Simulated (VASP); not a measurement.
# Pd2Au: single point with r2SCAN

The system is Pd2Au.

```
Pd Au
1.0
    -3.95293   -3.95829    0.00010
    -0.00278    3.96097    3.96714
    -3.98809    3.99355   -3.99695
Pd Au
8 4
Direct
  0.00059 0.00277 0.00089
  0.83457 0.16853 0.66421
  0.33223 0.16855 0.66429
  0.66589 0.33330 0.33634
  0.16585 0.33349 0.33549
  0.33366 0.66891 0.66125
  0.66775 0.83734 0.33395
  0.16827 0.83761 0.33388
  0.50041 0.00226 0.99904
  0.49900 0.50149 0.00180
  0.00089 0.50144 0.00176
  0.83458 0.67076 0.66205
```

| Item | Value |
| --- | --- |
| Program | VASP 6.6.1 |
| Task | single point |
| Functional | r2SCAN |
| Potentials or basis | VASP PAW PBE potentials, release 64 (Pd, Au) |
| Cutoff | 520 eV |
| k mesh | 3 × 3 × 2, shifted |
| Occupations | gaussian, width 0.1 eV |
| Spin | no spin polarisation |
| Dipole correction | no |
| Further INCAR settings | ALGO = Normal; EDIFF = 1e-06; NBANDS = 74; ISYM = 0 |

The pressure is 0.7 GPa. The largest force is 0.019 eV/Å and the band gap on the k mesh is zero (bands 62 and 63 overlap by 0.42 eV).

Forces in eV/Å, atoms in the order of the input:
```
Pd  -0.008  0.006 -0.001
Pd  -0.002 -0.006  0.002
Pd   0.006 -0.003  0.006
Pd  -0.001  0.003 -0.005
Pd  -0.014  0.006 -0.011
Pd   0.010 -0.007  0.009
Pd  -0.003  0.008  0.004
Pd  -0.002  0.005 -0.007
Au   0.012 -0.007  0.008
Au   0.004 -0.008 -0.001
Au   0.005 -0.002  0.003
Au  -0.007  0.006 -0.005
```

Stress tensor (GPa, compression positive):
```
 0.72 -0.01 -0.01
-0.01  0.63  0.01
-0.01  0.01  0.76
```

Levels at points of the mesh, in eV from the Fermi level:
```csv
k point,band 59,band 60,band 61,band 62,band 63,band 64,band 65,band 66
"(0.00, 0.00, 0.25)",-0.10,0.10,0.16,0.18,0.25,1.64,1.74,1.78
```

It took 21 min on 1 thread of Intel Xeon 8259CL, on a shared host, peak memory 0.37 GiB.

Caveat: the k points lie up to 0.45 Å⁻¹ apart; the PAW data sets were made with another functional, which shifts forces and pressure a little; spin-orbit coupling is left out, which moves the levels of the heavy elements.
